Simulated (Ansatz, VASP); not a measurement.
## PF2 in VASP and in Ansatz

```
CELL_PARAMETERS angstrom
3.87836 0.00000 0.00000
-1.93918 3.35876 0.00000
0.00000 0.00000 2.41258
ATOMIC_POSITIONS crystal
P 0.00000 0.00000 0.00000
F 0.33333 0.66667 0.50000
F 0.66667 0.33333 0.50000
```

Change from the starting cell: species swapped into the DyHg2 type (P6/mmm, No. 191).

Alike in both runs: functional PBE; dispersion D3(BJ); k mesh 12 × 12 × 18; occupations gaussian, width 0.1 eV; no spin polarisation.

Ansatz relaxed the structure, and its values are those at the end. VASP's run is a single point on that final structure, the one shown.

|  | VASP | Ansatz |
| --- | --- | --- |
| version | VASP 6.6.1 | Ansatz 0.2.0 |
| potentials or method | VASP PAW PBE potentials, release 64 (P, F), cutoff 520 eV | scalar-relativistic, plane waves, PAW |
| valence electrons in the cell | 19 | 19 |

```tsv
	VASP	Ansatz	Ansatz less VASP
gap on the k mesh at the Fermi level (eV)	none	none	-
pressure (GPa)	-0.4	0.0	+0.38
```

A gap of «none» marks a metal or a gap that the smearing closes.
